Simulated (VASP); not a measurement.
Runs of VASP 6.6.1 on SbBr. The structure is that of space group P4/nmm (No. 129), or close to it. The cells are those of the table. 

```tsv
task	cell	k mesh	cutoff (eV)	gap on the mesh (eV)	pressure (GPa)	largest force (eV/Å)
single point	a = 4.718, b = 4.718, c = 5.029 Å, 4 atoms	4 × 4 × 4	520	none	-0.1	0.01
single point	a = 4.561, b = 4.561, c = 5.763 Å, 4 atoms	4 × 4 × 4	520	none	18.3	(a)
single point	a = 4.703, b = 4.703, c = 4.968 Å, 4 atoms	10 × 10 × 10	520	none	-0.1	0.01
relaxation of cell and atoms	relaxed from a = 4.561, b = 4.561, c = 5.763 Å, 4 atoms	4 × 4 × 4	600	-	0.0	-
```

Alike in all rows: level PBE; potentials or basis VASP PAW PBE potentials, release 64 (Sb, Br); no spin polarisation; smearing gaussian 0.1 eV.

Q: Fill in the values left out.

A: (a) 3.79.

Caveats: spin-orbit coupling is left out, which moves the levels of the heavy elements; this functional lacks dispersion, which binds the layers, so the pressure and a relaxed spacing across them are unreliable (some runs); forces of over 1 eV/Å act on the atoms, so gaps and moduli don't describe the material at rest (some runs); the bands computed are all filled at some k points, so no gap is given (some runs).

A k mesh can miss the band edges, and the runs leave out spin-orbit coupling on Br, Sb.

A gap of «none» marks levels without a gap at the run's occupations.
